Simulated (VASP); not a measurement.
# BPt16 (a cell with a defect) in VASP: single point with LDA

Aim: the single point of BPt16 (a cell with a defect) with LDA.

All numbers are computed with VASP 6.6.1; they aren't measurements. Logs are shortened: lines on timing, memory, paths and dates and some standing lists are left out, and cuts for length are marked.

### Step 1. The cell of the first run

The cell holds a defect, 17 atoms: a = 6.875 Å, b = 6.875 Å, c = 6.875 Å, α = 109.47°, β = 109.47°, γ = 109.47°.

### Step 2. Single point, LDA

INCAR

```
PREC = Accurate
ENCUT = 420
EDIFF = 1E-6
ISMEAR = 1
SIGMA = 0.1
LREAL = False
LASPH = True
NELM = 120
ALGO = Normal
ISIF = 2
LWAVE = False
LCHARG = True
LELF = True
LVHAR = True
NBANDS = 96
GGA_COMPAT = False
```

KPOINTS

```
regular mesh
0
Gamma
  3 3 3
```

POSCAR

```
BPt16
1.0
   -3.9695467000      3.9695467000      3.9695467000
    3.9695467000     -3.9695467000      3.9695467000
    3.9695467000      3.9695467000     -3.9695467000
Pt B
16 1
Direct
    0.0000588300     -0.0001226000     -0.0003359500
    0.0000218700      0.2498974900      0.7496546700
    0.0000276700      0.4998723600      0.4996189400
    0.0000884400      0.7498846000      0.2496798600
    0.2499764400     -0.0001171200      0.7496577100
    0.2381340300      0.2379953600      0.4996425400
    0.2382286500      0.4999414800      0.2377458900
    0.2501251500      0.7499656300     -0.0003011800
    0.5000584500     -0.0000283400      0.4996502500
    0.5000864900      0.2380522700      0.2377289700
    0.5001040500      0.4999826900     -0.0003635200
    0.5000345100      0.7618380700      0.7615058800
    0.7500424000     -0.0000728200      0.2496263700
    0.7501185000      0.2499425100     -0.0003206900
    0.7619521600      0.4999224800      0.7615442100
    0.7618997000      0.7618315500      0.4996283900
    0.5000432100      0.4998083300      0.4997325400
```

Potentials or basis: VASP PAW LDA potentials, release 64 (Pt, B).

The run is started by

```bash
$ cat potpaw_LDA.64/Pt/POTCAR potpaw_LDA.64/B/POTCAR > POTCAR
$ mpirun -np 1 vasp_std > vasp.out
```

OUTCAR:

```text
PREC = Accurate
   ENCUT = 420
   EDIFF = 1E-6
   ISMEAR = 1
   LREAL = False
   LASPH = True
   NELM = 120
   ISIF = 2

 ion  position               nearest neighbor table
   1  0.000  1.000  1.000-   5 2.81   8 2.81  13 2.81  14 2.81   4 2.81   2 2.81  15 2.81   6 2.81
                            12 2.81  10 2.81  16 2.81   7 2.81
   2  0.000  0.250  0.750-  16 2.74   7 2.74  15 2.74   6 2.74  14 2.81   9 2.81   5 2.81   3 2.81
                            13 2.81   1 2.81   8 2.81  11 2.81
   3  0.000  0.500  0.500-  14 2.81  13 2.81   4 2.81   5 2.81   2 2.81   8 2.81  10 2.81   6 2.81
                            15 2.81  12 2.81   7 2.81  16 2.81
   4  0.000  0.750  0.250-   7 2.74   6 2.74  15 2.74  16 2.74  14 2.81   3 2.81   9 2.81   5 2.81
                            11 2.81   1 2.81   8 2.81  13 2.81
   5  0.250  1.000  0.750-  10 2.74  16 2.74  12 2.74   6 2.74   1 2.81   8 2.81   2 2.81   4 2.81
                             3 2.81   9 2.81  11 2.81  14 2.81
   6  0.238  0.238  0.500-  17 2.08  13 2.74   4 2.74   2 2.74   5 2.74   9 2.81   1 2.81   3 2.81
                            11 2.81  15 2.94  12 2.94   7 2.94  10 2.94
   7  0.238  0.500  0.238-  17 2.08   8 2.74   4 2.74   2 2.74  14 2.74  11 2.81   9 2.81   1 2.81
                             3 2.81  16 2.94  10 2.94  12 2.94   6 2.94
   8  0.250  0.750  1.000-   7 2.74  10 2.74  12 2.74  15 2.74  13 2.81   9 2.81   5 2.81  11 2.81
                             1 2.81   4 2.81   2 2.81   3 2.81
   9  0.500  1.000  0.500-   8 2.81   2 2.81   4 2.81  13 2.81  14 2.81   5 2.81   6 2.81  15 2.81
                            16 2.81  12 2.81  10 2.81   7 2.81
  10  0.500  0.238  0.238-  17 2.08   5 2.74  13 2.74  14 2.74   8 2.74   3 2.81   9 2.81  11 2.81
                             1 2.81   7 2.94  16 2.94  15 2.94   6 2.94
  11  0.500  0.500  1.000-  13 2.81   8 2.81   4 2.81  14 2.81   2 2.81   5 2.81  15 2.81   7 2.81
                            12 2.81  16 2.81   6 2.81  10 2.81
  12  0.500  0.762  0.762-  17 2.08   5 2.74   8 2.74  14 2.74  13 2.74  11 2.81   9 2.81   3 2.81
                             1 2.81  16 2.94   7 2.94  15 2.94   6 2.94
  13  0.750  1.000  0.250-  10 2.74   6 2.74  16 2.74  12 2.74   8 2.81  11 2.81   3 2.81  14 2.81
                             1 2.81   9 2.81   2 2.81   4 2.81
  14  0.750  0.250  1.000-  10 2.74  12 2.74   7 2.74  15 2.74   2 2.81   3 2.81   4 2.81  13 2.81
                             1 2.81   9 2.81  11 2.81   5 2.81
  15  0.762  0.500  0.762-  17 2.08   2 2.74  14 2.74   4 2.74   8 2.74  11 2.81   9 2.81   1 2.81
                             3 2.81  10 2.94   6 2.94  16 2.94  12 2.94
  16  0.762  0.762  0.500-  17 2.08   2 2.74   5 2.74  13 2.74   4 2.74   9 2.81  11 2.81   1 2.81
                             3 2.81   7 2.94  12 2.94  10 2.94  15 2.94
  17  0.500  0.500  0.500-  15 2.08   6 2.08  10 2.08  12 2.08   7 2.08  16 2.08

  LATTYP: Found a body centered cubic cell.
 ALAT       =     7.9390934000

  Lattice vectors:

 A1 = (  -3.9695467000,   3.9695467000,   3.9695467000)
 A2 = (   3.9695467000,  -3.9695467000,   3.9695467000)
 A3 = (   3.9695467000,   3.9695467000,  -3.9695467000)

Analysis of symmetry for initial positions (statically):
=====================================================================
 Subroutine PRICEL returns:
 Original cell was already a primitive cell.

 Routine SETGRP: Setting up the symmetry group for a
 body centered cubic supercell.

 Subroutine GETGRP returns: Found  1 space group operations
 (whereof  1 operations were pure point group operations)
 out of a pool of 48 trial point group operations.

The static configuration has the point symmetry C_1 .

Analysis of symmetry for dynamics (positions and initial velocities):
=====================================================================
 Subroutine PRICEL returns:
 Original cell was already a primitive cell.

 Routine SETGRP: Setting up the symmetry group for a
 body centered cubic supercell.

 Subroutine GETGRP returns: Found  1 space group operations
 (whereof  1 operations were pure point group operations)
 out of a pool of 48 trial point group operations.

The dynamic configuration has the point symmetry C_1 .

 Subroutine INISYM returns: Found  1 space group operations
 (whereof  1 operations are pure point group operations),
 and found     1 'primitive' translations

----------------------------------------------------------------------------------------

                                     Primitive cell

  volume of cell :     250.1974

  direct lattice vectors                    reciprocal lattice vectors
    -3.969546700  3.969546700  3.969546700     0.000000000  0.125958967  0.125958967
     3.969546700 -3.969546700  3.969546700     0.125958967  0.000000000  0.125958967
     3.969546700  3.969546700 -3.969546700     0.125958967  0.125958967  0.000000000

  length of vectors
     6.875456567  6.875456567  6.875456567     0.178132879  0.178132879  0.178132879
[... 63 lines left out ...]

 Found     14 irreducible k-points:

 Following reciprocal coordinates:
            Coordinates               Weight
  0.000000  0.000000  0.000000      1.000000
  0.333333  0.000000  0.000000      2.000000
  0.000000  0.333333  0.000000      2.000000
  0.000000  0.000000  0.333333      2.000000
  0.333333  0.000000 -0.333333      2.000000
  0.333333 -0.333333  0.000000      2.000000
  0.000000  0.333333 -0.333333      2.000000
  0.333333  0.333333  0.000000      2.000000
  0.000000  0.333333  0.333333      2.000000
  0.333333  0.000000  0.333333      2.000000
 -0.333333 -0.333333 -0.333333      2.000000
 -0.333333  0.333333  0.333333      2.000000
  0.333333 -0.333333  0.333333      2.000000
  0.333333  0.333333 -0.333333      2.000000
   k-points           NKPTS =     14   k-points in BZ     NKDIM =     14   number of bands    NBANDS=     96
   number of dos      NEDOS =    301   number of ions     NIONS =     17
   total plane-waves  NPLWV = 110592
   dimension x,y,z NGX =    48 NGY =   48 NGZ =   48
   dimension x,y,z NGXF=    96 NGYF=   96 NGZF=   96
   ions per type =              16   1
   NGX,Y,Z   is equivalent  to a cutoff of  11.61, 11.61, 11.61 a.u.
   NGXF,Y,Z  is equivalent  to a cutoff of  23.21, 23.21, 23.21 a.u.
 SYSTEM =  unknown system
   PREC   = accura    normal or accurate (medium, high low for compatibility)
   ISTART =      0    job   : 0-new  1-cont  2-samecut
   ICHARG =      2    charge: 1-file 2-atom 10-const
   ISPIN  =      1    spin polarized calculation?
   LNONCOLLINEAR =      F non collinear calculations
   LSORBIT =      F    spin-orbit coupling
   LASPH  =      T    aspherical Exc in radial PAW
   ENCUT  =  420.0 eV  30.87 Ry    5.56 a.u.  11.49 11.49 11.49*2*pi/ulx,y,z
   NELM   =    120;   NELMIN=  2; NELMDL= -5     # of ELM steps
   EDIFF  = 0.1E-05   stopping-criterion for ELM
   LREAL  =      F    real-space projection
   EDIFFG = 0.1E-04   stopping-criterion for IOM
   NSW    =      0    number of steps for IOM
   IBRION =     -1    ionic relax: 0-MD 1-quasi-New 2-CG
   NFREE  =      0    steps in history (QN), initial steepest desc. (CG)
   ISIF   =      2    stress and relaxation
   ISYM   =      2    0-nonsym 1-usesym 2-fastsym
   POTIM  = 0.5000    time-step for ionic-motion
   TEBEG  =    0.0;   TEEND  =   0.0 temperature during run
   PSTRESS=    0.0 pullay stress
   NELECT =     163.0000    total number of electrons
   NUPDOWN=      -1.0000    fix difference up-down
   EMIN   =  10.00;   EMAX   =-10.00  energy-range for DOS
   EFERMI =   0.00;   METHOD = LEGACY
   ISMEAR =     1;   SIGMA  =   0.10  broadening in eV -4-tet -1-fermi 0-gaus
   EFERMI_NEDOS =   21; number of points for ismear=-14 and -15
   IALGO  =     38    algorithm
   IMIX   =      4    mixing-type and parameters
     AMIX     =   0.40;   BMIX     =  1.00
     AMIX_MAG =   1.60;   BMIX_MAG =  1.00
  volume/ion in A,a.u.               =      14.72        99.32
  Fermi-wavevector in a.u.,A,eV,Ry     =   1.419198  2.681896 27.403823  2.014124
  Thomas-Fermi vector in A             =   2.540244
   LORBIT       =      0    0 simple, 1 ext, 2 COOP (PROOUT), +10 PAW based schemes
   GGA     = CA    functional components
   LHFCALC =     F    Hartree Fock is set to
   AEXX    =    0.0000 exact exchange contribution
   IVDW    =     0    specifies the selected vdW correction
   LEPSILON=     F    determine dielectric tensor
   LRPA    =     F    only Hartree local field effects (RPA)
 non-spin polarized calculation
 Methfessel and Paxton  Order N= 1 SIGMA  =   0.10
  energy-cutoff  :      420.00
  volume of cell :      250.20
 maximum number of plane-waves:      4897
 NGX is ok and might be reduce to    48
   NGX = 23   NGY = 23   NGZ = 23

 number of electron     162.9999966 magnetization

 Free energy of the ion-electron system (eV)
  ---------------------------------------------------
  ext. energy  EPLUGINS =         0.00000000
  ---------------------------------------------------
  free energy    TOTEN  =      -127.78516910 eV

  energy without entropy =     -127.79902327  energy(sigma->0) =     -127.78978716

 E-fermi :  10.8794     XC(G=0): -13.5815

 val. band max:       10.8716422668   @ k =   0.0000   0.0000   0.0000
 cond. band min:      10.8906667068   @ k =  -0.3333   0.3333   0.3333
 fundamental gap:      0.0190244400
 Fermi energy:        10.8793516075

 k-point     1 :       0.0000    0.0000    0.0000
  band No.  band energies     occupation
      1      -0.1588      2.00000
      2       2.1515      2.00000
      3       3.9670      2.00000
      4       3.9673      2.00000
      5       3.9677      2.00000
      6       4.0971      2.00000
[... 1333 lines left out ...]
     92      14.6603      0.00000
     93      14.6604      0.00000
 [bands above 93 left out]

------------------------ aborting loop because EDIFF is reached ----------------------------------------

  FORCE on cell =-STRESS in cart. coord.  units (eV):
  Direction    XX          YY          ZZ          XY          YZ          ZX
  --------------------------------------------------------------------------------------
  -------------------------------------------------------------------------------------
  Total       -7.5568090     -7.5538385     -7.5573835     -0.0005311     -0.0025375      0.0008516
  in kB      -48.3911889    -48.3721663    -48.3948676     -0.0034007     -0.0162493      0.0054535
  external PRESSURE =     -48.3860743 kB  Pullay stress =       0.0000000 kB

 VOLUME and BASIS-vectors are now :
 -----------------------------------------------------------------------------
  energy-cutoff  :      420.00
  volume of cell :      250.20
      direct lattice vectors                 reciprocal lattice vectors
    -3.969546700  3.969546700  3.969546700     0.000000000  0.125958967  0.125958967
     3.969546700 -3.969546700  3.969546700     0.125958967  0.000000000  0.125958967
     3.969546700  3.969546700 -3.969546700     0.125958967  0.125958967  0.000000000

 POSITION                                       TOTAL-FORCE (eV/Angst)
 -----------------------------------------------------------------------------------
      7.93704     -0.00061      0.00108         0.000948     -0.000668      0.000642
      3.96768      1.98390     -1.98372         0.000089      0.000804      0.002690
      3.96742     -0.00090      0.00112         0.001904      0.001355      0.001245
      3.96747     -1.98524      1.98594         0.001476     -0.001495      0.000384
      5.95259     -0.00099      1.98557        -0.000840      0.001003      0.003821
      1.98280      1.98390     -0.09334         0.000604     -0.000000     -0.091014
[... 9 lines left out ...]
      1.98303      1.98357      4.06522        -0.001537      0.001316      0.082154
      1.98278      1.98464      1.98525         0.000276     -0.008163      0.008571
 -----------------------------------------------------------------------------------
    total drift:                               -0.000006      0.000000     -0.000004

  FREE ENERGIE OF THE ION-ELECTRON SYSTEM (eV)
  ---------------------------------------------------
  free  energy   TOTEN  =      -127.7851691005 eV

  energy  without entropy=     -127.7990232713  energy(sigma->0) =     -127.78978716
```

It took 8.4 min on 1 thread of Oxide Virtual Turin-like, shared host; peak memory 0.32 GiB.

What came out:

| Property | Result |
| --- | --- |
| Free energy | -127.7852 eV |
| Pressure | -4.8 GPa |
| Largest force | 0.092 eV/Å |
| Band gap on the k mesh | zero (an odd number of electrons rules out a gap without spin polarisation) |

Forces in eV/Å, atoms in the order of the input:
```
Pt   0.001 -0.001  0.001
Pt   0.000  0.001  0.003
Pt   0.002  0.001  0.001
Pt   0.001 -0.001  0.000
Pt  -0.001  0.001  0.004
Pt   0.001  0.000 -0.091
Pt   0.000 -0.083 -0.002
Pt  -0.002 -0.003 -0.003
Pt   0.001  0.001 -0.002
Pt  -0.085 -0.001  0.000
Pt  -0.002  0.000 -0.003
Pt   0.087  0.000  0.000
Pt  -0.001  0.002  0.001
Pt  -0.001 -0.003 -0.002
Pt   0.000  0.092  0.002
Pt  -0.002  0.001  0.082
B    0.000 -0.008  0.009
```

Levels at points of the mesh, in eV from the Fermi level:
```tsv
k point	band 78	band 79	band 80	band 81	band 82	band 83	band 84	band 85
(0.00, 0.00, 0.00)	0.32	0.44	0.44	0.44	0.72	0.73	0.73	1.36
```

Caveat: the k points lie up to 0.37 Å⁻¹ apart, too coarse for converged energies and pressures of a metal; spin-orbit coupling is left out, which moves the levels of the heavy elements.
